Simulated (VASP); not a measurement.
Here is a VASP 6.6.1 calculation.

INCAR

```
SYSTEM = Pd
PREC = Accurate
ENCUT = 520
EDIFF = 1E-6
ISMEAR = 0
SIGMA = 0.15
LREAL = .FALSE.
LASPH = .TRUE.
NELM = 80
ALGO = Fast
ISIF = 2
LWAVE = .FALSE.
LCHARG = .TRUE.
GGA = PE
LELF = .TRUE.
LVHAR = .TRUE.
NBANDS = 11
```

File KPOINTS:

```
Automatic mesh
0
G
  20 20 20
  0 0 0
```

Contents of POSCAR:

```
Pd
1.0
    0.0000000000      1.8476550000      1.8476550000
    1.8476550000      0.0000000000      1.8476550000
    1.8476550000      1.8476550000      0.0000000000
Pd
1
Direct
    0.0000000000      0.0000000000      0.0000000000
```

Potentials or basis: VASP PAW PBE potentials, release 64 (Pd).

Command:

```console
$ cat potpaw_PBE.64/Pd/POTCAR > POTCAR
$ mpirun -np 1 vasp_std > vasp.out
```

**Question.** Predict the band gap on the k mesh.

**Answer.** Zero (bands 5 and 6 overlap by 2.08 eV).

**Question.** Predict the pressure.

**Answer.** 54.9 GPa.

Caveat: the cell differs from its parent crystal (strain -0.050 along x and y, -0.050 along z); the cell stands under pressure.
